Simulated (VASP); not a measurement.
Wanted: the native input for a VASP 6.6.1 run.

```yaml
Task: relaxation of cell and atoms
Functional: LDA
Potentials_or_basis: VASP PAW PBE potentials, release 64 (Lu)
Cutoff: 600 eV
k_mesh: 5 × 5 × 5
Occupations: fermi-dirac, width 0.05 eV
Spin: no spin polarisation
Dipole_correction: no
Further_INCAR_settings: ALGO = Normal; EDIFF = 1e-06; IBRION = 2; EDIFFG = -0.01; NSW = 80; ISIF = 3
```

The structure of Lu lies in POSCAR:

```
Lu
1.0
    4.9000000000      0.0000000000      0.0000000000
    0.0000000000      4.9000000000      0.0000000000
    0.0000000000      0.0000000000      4.9000000000
Lu
4
Direct
    0.0000000000      0.0000000000      0.0000000000
    0.0000000000      0.5000000000      0.5000000000
    0.5000000000      0.0000000000      0.5000000000
    0.5000000000      0.5000000000      0.0000000000
```

This isn't the form of Lu at room conditions, which is hcp.

These files were run (other wordings do the same):

INCAR

```
SYSTEM = Lu
PREC = Accurate
ENCUT = 600
EDIFF = 1E-6
ISMEAR = -1
SIGMA = 0.05
LREAL = .FALSE.
LASPH = .TRUE.
NELM = 80
ALGO = Normal
ISIF = 3
LWAVE = .FALSE.
LCHARG = .FALSE.
GGA = CA
IBRION = 2
NSW = 80
EDIFFG = -0.01
```

KPOINTS

```
regular mesh
0
G
  5 5 5
  0 0 0
```

Potentials or basis: VASP PAW PBE potentials, release 64 (Lu).

Launch:

```sh
$ cat potpaw_PBE.64/Lu/POTCAR > POTCAR
$ mpirun -np 1 vasp_std > vasp.out
```

It gave:

```json
{"Relaxed volume": "25.65 Å³/atom", "Relaxed cell": "a = 4.682 Å, b = 4.682 Å, c = 4.682 Å, α = 90.00°, β = 90.00°, γ = 90.00°", "Space group after relaxing (to 0.1 Å)": "Fm-3m (No. 225)", "Energy gained by relaxing": "73.8 meV/atom", "Ionic steps": "4", "Pressure after relaxing": "-0.1 GPa", "Band gap on the k mesh": "zero (bands 50 and 51 overlap by 1.68 eV)"}
```

Caveat: the PAW data sets were made with another functional, which shifts forces and pressure a little; spin-orbit coupling is left out, which moves the levels of the heavy elements.

It took 7.3 min on 1 thread of Intel Xeon 8259CL (shared host), peak memory 0.24 GiB.
